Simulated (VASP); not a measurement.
# Re (Im-3m) in VASP: single point with PBE

Aim: the single point of Re with PBE.

Program: VASP 6.6.1. These are calculated values, not measurements. Logs are shortened: lines on timing, memory, paths and dates and some standing lists are left out, and cuts for length are marked.

### 1 The cell of the first run

The structure is cubic, space group Im-3m (No. 229). Conventional cell: a = 3.087 Å, b = 3.087 Å, c = 3.087 Å, α = 90.00°, β = 90.00°, γ = 90.00°. Re (site symmetry m-3m) has 14 Re at 2.67 to 3.09 Å within 3.5 Å.

This isn't the form of Re at room conditions, which is hcp.

### 2 Single point, PBE

The input, INCAR:

```
SYSTEM = Re
  PREC = Accurate
  ENCUT = 520
  EDIFF = 1E-7
  ISMEAR = 0
  SIGMA = 0.05
  LREAL = .FALSE.
  LASPH = .TRUE.
  NELM = 100
  ALGO = Fast
  ISIF = 2
  LWAVE = .FALSE.
  LCHARG = .FALSE.
  GGA = PE
  NBANDS = 10
```

The input, KPOINTS:

```
regular mesh
0
G
  18 18 18
  0 0 0
```

The input, POSCAR:

```
Re
1.0
   -1.5432869581      1.5432869581      1.5432869581
    1.5432869581     -1.5432869581      1.5432869581
    1.5432869581      1.5432869581     -1.5432869581
Re
1
Direct
    0.0000000000      0.0000000000      0.0000000000
```

Potentials or basis: VASP PAW PBE potentials, release 64 (Re).

Launch:

```
> cat potpaw_PBE.64/Re/POTCAR > POTCAR
> mpirun -np 1 vasp_std > vasp.out
```

OUTCAR:

```text
SYSTEM = Re
   PREC = Accurate
   ENCUT = 520
   EDIFF = 1E-7
   ISMEAR = 0
   LREAL = .FALSE.
   LASPH = .TRUE.
   NELM = 100
   ISIF = 2
   GGA = PE

 ion  position               nearest neighbor table
   1  0.000  0.000  0.000-

  LATTYP: Found a body centered cubic cell.
 ALAT       =     3.0865739162

  Lattice vectors:

 A1 = (  -1.5432869581,   1.5432869581,   1.5432869581)
 A2 = (   1.5432869581,  -1.5432869581,   1.5432869581)
 A3 = (   1.5432869581,   1.5432869581,  -1.5432869581)

Analysis of symmetry for initial positions (statically):
=====================================================================
 Subroutine PRICEL returns:
 Original cell was already a primitive cell.

 Routine SETGRP: Setting up the symmetry group for a
 body centered cubic supercell.

 Subroutine GETGRP returns: Found 48 space group operations
 (whereof 48 operations were pure point group operations)
 out of a pool of 48 trial point group operations.

The static configuration has the point symmetry O_h .

Analysis of symmetry for dynamics (positions and initial velocities):
=====================================================================
 Subroutine PRICEL returns:
 Original cell was already a primitive cell.

 Routine SETGRP: Setting up the symmetry group for a
 body centered cubic supercell.

 Subroutine GETGRP returns: Found 48 space group operations
 (whereof 48 operations were pure point group operations)
 out of a pool of 48 trial point group operations.

The dynamic configuration has the point symmetry O_h .

 Subroutine INISYM returns: Found 48 space group operations
 (whereof 48 operations are pure point group operations),
 and found     1 'primitive' translations

----------------------------------------------------------------------------------------

                                     Primitive cell

  volume of cell :      14.7028

  direct lattice vectors                    reciprocal lattice vectors
    -1.543286958  1.543286958  1.543286958     0.000000000  0.323983817  0.323983817
     1.543286958 -1.543286958  1.543286958     0.323983817  0.000000000  0.323983817
     1.543286958  1.543286958 -1.543286958     0.323983817  0.323983817  0.000000000

  length of vectors
     2.673051422  2.673051422  2.673051422     0.458182309  0.458182309  0.458182309

  position of ions in fractional coordinates (direct lattice)
     0.000000000  0.000000000  0.000000000

  ion indices of the primitive-cell ions
   primitive index   ion index
                 1           1

----------------------------------------------------------------------------------------

 KPOINTS: regular mesh

Automatic generation of k-mesh.
 Grid dimensions read from file:
 generate k-points for:   18   18   18

 Generating k-lattice:

  Cartesian coordinates                     Fractional coordinates (reciprocal lattice)
     0.000000000  0.017999101  0.017999101     0.055555556  0.000000000  0.000000000
     0.017999101  0.000000000  0.017999101     0.000000000  0.055555556  0.000000000
     0.017999101  0.017999101  0.000000000     0.000000000  0.000000000  0.055555556

  Length of vectors
     0.025454573  0.025454573  0.025454573

  Shift w.r.t. Gamma in fractional coordinates (k-lattice)
     0.000000000  0.000000000  0.000000000

 Subroutine IBZKPT returns following result:
 ===========================================

 Found    195 irreducible k-points:

 Following reciprocal coordinates:
            Coordinates               Weight
  0.000000  0.000000  0.000000      1.000000
  0.055556  0.000000  0.000000     12.000000
  0.111111  0.000000  0.000000     12.000000
  0.166667  0.000000  0.000000     12.000000
  0.222222  0.000000  0.000000     12.000000
  0.277778  0.000000  0.000000     12.000000
[... 16 lines left out ...]
  0.333333  0.111111  0.000000     48.000000
  0.388889  0.111111 -0.000000     48.000000
 [... further k-points ...]
   k-points           NKPTS =    195   k-points in BZ     NKDIM =    195   number of bands    NBANDS=     10
   number of dos      NEDOS =    301   number of ions     NIONS =      1
   total plane-waves  NPLWV =   8000
   dimension x,y,z NGX =    20 NGY =   20 NGZ =   20
   dimension x,y,z NGXF=    40 NGYF=   40 NGZF=   40
   ions per type =               1
   NGX,Y,Z   is equivalent  to a cutoff of  12.44, 12.44, 12.44 a.u.
   NGXF,Y,Z  is equivalent  to a cutoff of  24.88, 24.88, 24.88 a.u.
 SYSTEM =  Re
   PREC   = accura    normal or accurate (medium, high low for compatibility)
   ISTART =      0    job   : 0-new  1-cont  2-samecut
   ICHARG =      2    charge: 1-file 2-atom 10-const
   ISPIN  =      1    spin polarized calculation?
   LNONCOLLINEAR =      F non collinear calculations
   LSORBIT =      F    spin-orbit coupling
   LASPH  =      T    aspherical Exc in radial PAW
   ENCUT  =  520.0 eV  38.22 Ry    6.18 a.u.   4.97  4.97  4.97*2*pi/ulx,y,z
   NELM   =    100;   NELMIN=  2; NELMDL= -5     # of ELM steps
   EDIFF  = 0.1E-06   stopping-criterion for ELM
   LREAL  =      F    real-space projection
   EDIFFG = 0.1E-05   stopping-criterion for IOM
   NSW    =      0    number of steps for IOM
   IBRION =     -1    ionic relax: 0-MD 1-quasi-New 2-CG
   NFREE  =      0    steps in history (QN), initial steepest desc. (CG)
   ISIF   =      2    stress and relaxation
   ISYM   =      2    0-nonsym 1-usesym 2-fastsym
   POTIM  = 0.5000    time-step for ionic-motion
   TEBEG  =    0.0;   TEEND  =   0.0 temperature during run
   PSTRESS=    0.0 pullay stress
   NELECT =       7.0000    total number of electrons
   NUPDOWN=      -1.0000    fix difference up-down
   EMIN   =  10.00;   EMAX   =-10.00  energy-range for DOS
   EFERMI =   0.00;   METHOD = LEGACY
   ISMEAR =     0;   SIGMA  =   0.05  broadening in eV -4-tet -1-fermi 0-gaus
   EFERMI_NEDOS =   21; number of points for ismear=-14 and -15
   IALGO  =     68    algorithm
   IMIX   =      4    mixing-type and parameters
     AMIX     =   0.40;   BMIX     =  1.00
     AMIX_MAG =   1.60;   BMIX_MAG =  1.00
  volume/ion in A,a.u.               =      14.70        99.22
  Fermi-wavevector in a.u.,A,eV,Ry     =   1.278324  2.415681 22.233435  1.634111
  Thomas-Fermi vector in A             =   2.410873
   LORBIT       =      0    0 simple, 1 ext, 2 COOP (PROOUT), +10 PAW based schemes
   GGA     = PE    functional components
   LHFCALC =     F    Hartree Fock is set to
   AEXX    =    0.0000 exact exchange contribution
   IVDW    =     0    specifies the selected vdW correction
   LEPSILON=     F    determine dielectric tensor
   LRPA    =     F    only Hartree local field effects (RPA)
 non-spin polarized calculation
 RMM-DIIS sequential band-by-band and
 Gauss-broadening in eV      SIGMA  =   0.05
  energy-cutoff  :      520.00
  volume of cell :       14.70
 maximum number of plane-waves:       410
   NGX =  9   NGY =  9   NGZ =  9

 number of electron       6.9999999 magnetization

 Free energy of the ion-electron system (eV)
  ---------------------------------------------------
  ext. energy  EPLUGINS =         0.00000000
  ---------------------------------------------------
  free energy    TOTEN  =       -12.09182756 eV

  energy without entropy =      -12.09002187  energy(sigma->0) =      -12.09092471

 E-fermi :   8.8730     XC(G=0): -13.7370

 val. band max:        8.8668433739   @ k =  -0.1667   0.2778   0.0556
 cond. band min:       8.8791280420   @ k =  -0.3333   0.5000   0.0556
 fundamental gap:      0.0122846680
 Fermi energy:         8.8729547704

 k-point     1 :       0.0000    0.0000    0.0000
  band No.  band energies     occupation
      1      -1.9679      2.00000
      2       6.0981      2.00000
      3       6.0981      2.00000
      4       6.0981      2.00000
      5       9.5948      0.00000
      6       9.5948      0.00000
      7      24.3879      0.00000
      8      24.3879      0.00000
      9      24.3879      0.00000
     10      36.5549      0.00000

 k-point     2 :       0.0556    0.0000    0.0000
  band No.  band energies     occupation
      1      -1.8154      2.00000
      2       6.0118      2.00000
      3       6.0848      2.00000
      4       6.2451      2.00000
      5       9.4627      0.00000
      6       9.5987      0.00000
      7      24.5081      0.00000
      8      24.6444      0.00000
      9      24.7193      0.00000
     10      35.1870      0.00000

 k-point     3 :       0.1111    0.0000    0.0000
  band No.  band energies     occupation
      1      -1.3741      2.00000
      2       5.7718      2.00000
      3       6.0221      2.00000
      4       6.6810      2.00000
      5       9.1705      0.00000
      6       9.6156      0.00000
      7      24.7955      0.00000
      8      25.3921      0.00000
      9      25.5457      0.00000
     10      33.0991      0.00000

 k-point     4 :       0.1667    0.0000    0.0000
  band No.  band energies     occupation
      1      -0.6987      2.00000
      2       5.4261      2.00000
      3       5.8743      2.00000
      4       7.3898      2.00000
      5       8.9394      0.06017
      6       9.6587      0.00000
      7      24.9811      0.00000
      8      26.3054      0.00000
      9      26.5753      0.00000
     10      32.0251      0.00000
[... 222 lines left out ...]
 k-point    22 :       0.2778    0.1111    0.0000
  band No.  band energies     occupation
      1       1.6572      2.00000
      2       4.3689      2.00000
      3       5.6700      2.00000
      4       9.0246      0.00002
      5      10.2772      0.00000
      6      11.5053      0.00000
      7      22.0246      0.00000
      8      23.5899      0.00000
      9      28.0632      0.00000
     10      30.4400      0.00000

 k-point    23 :       0.3333    0.1111    0.0000
  band No.  band energies     occupation
      1       1.7635      2.00000
      2       4.1355      2.00000
      3       6.4467      2.00000
      4       9.3057      0.00000
      5      10.4308      0.00000
      6      12.8015      0.00000
      7      20.3830      0.00000
      8      22.4320      0.00000
      9      26.7461      0.00000
     10      32.0380      0.00000

 k-point    24 :       0.3889    0.1111   -0.0000
  band No.  band energies     occupation
      1       1.7273      2.00000
      2       3.9922      2.00000
      3       7.2417      2.00000
      4       9.3918      0.00000
      5      10.6935      0.00000
      6      13.8325      0.00000
      7      18.9972      0.00000
      8      21.7402      0.00000
      9      25.7194      0.00000
     10      32.7206      0.00000

 [... further k-points ...]

------------------------ aborting loop because EDIFF is reached ----------------------------------------

  FORCE on cell =-STRESS in cart. coord.  units (eV):
  Direction    XX          YY          ZZ          XY          YZ          ZX
  --------------------------------------------------------------------------------------
  -------------------------------------------------------------------------------------
  Total        0.8531721      0.8531721      0.8531721      0.0000000      0.0000000      0.0000000
  in kB       92.9709267     92.9709267     92.9709267      0.0000000      0.0000000      0.0000000
  external PRESSURE =      92.9709267 kB  Pullay stress =       0.0000000 kB

 VOLUME and BASIS-vectors are now :
 -----------------------------------------------------------------------------
  energy-cutoff  :      520.00
  volume of cell :       14.70
      direct lattice vectors                 reciprocal lattice vectors
    -1.543286958  1.543286958  1.543286958     0.000000000  0.323983817  0.323983817
     1.543286958 -1.543286958  1.543286958     0.323983817  0.000000000  0.323983817
     1.543286958  1.543286958 -1.543286958     0.323983817  0.323983817  0.000000000

 POSITION                                       TOTAL-FORCE (eV/Angst)
 -----------------------------------------------------------------------------------
      0.00000      0.00000      0.00000         0.000000     -0.000000      0.000000
 -----------------------------------------------------------------------------------
    total drift:                                0.000000      0.000000     -0.000000

  FREE ENERGIE OF THE ION-ELECTRON SYSTEM (eV)
  ---------------------------------------------------
  free  energy   TOTEN  =       -12.0918275608 eV

  energy  without entropy=      -12.0900218657  energy(sigma->0) =      -12.09092471
```

It took 46 s on 1 thread of Intel Xeon 8259CL, shared host; peak memory 0.15 GiB.

What came out:

| Quantity | Value |
| --- | --- |
| Free energy | -12.0918 eV |
| Pressure | 9.3 GPa |
| Band gap on the k mesh | zero (an odd number of electrons rules out a gap without spin polarisation) |

Caveat: the cell stands under pressure; spin-orbit coupling is left out, which moves the levels of the heavy elements.
